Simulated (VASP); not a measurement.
Input of a VASP 6.6.1 run:

The input INCAR:

```
SYSTEM = GaSb
PREC = Accurate
ENCUT = 500
EDIFF = 1E-6
ISMEAR = -1
SIGMA = 0.1
LREAL = .FALSE.
LASPH = .TRUE.
NELM = 120
ALGO = Normal
ISIF = 2
LWAVE = .FALSE.
LCHARG = .TRUE.
GGA = CA
LELF = .TRUE.
LVHAR = .TRUE.
NBANDS = 16
GGA_COMPAT = .FALSE.
```

The input KPOINTS:

```
Automatic mesh
0
G
  6 6 6
  0 0 0
```

Contents of POSCAR:

```
GaSb
1.0
   -2.7534340000      2.7534340000      1.5907070000
    2.7534340000     -2.7534340000      1.5907070000
    2.7534340000      2.7534340000     -1.5907070000
Ga Sb
1 1
Direct
    0.7500000000      0.2500000000      0.5000000000
    0.0000000000      0.0000000000      0.0000000000
```

Potentials or basis: VASP PAW LDA potentials, release 64 (Ga_d, Sb).

Run with:

```bash
$ cat potpaw_LDA.64/Ga_d/POTCAR potpaw_LDA.64/Sb/POTCAR > POTCAR
$ mpirun -np 1 vasp_std > vasp.out
```

Problem. What does it give for the pressure?

Solution. -3.9 GPa.

Problem. What does it give for the band gap on the k mesh?

Solution. Zero (bands 9 and 10 overlap by 4.78 eV).

Stress tensor (GPa, compression positive):
```
-3.00  0.00  0.00
 0.00 -3.00  0.00
 0.00  0.00 -5.80
```

Caveat: the k points lie up to 0.38 Å⁻¹ apart, too coarse for converged energies and pressures of a metal; spin-orbit coupling is left out, which moves the levels of the heavy elements.
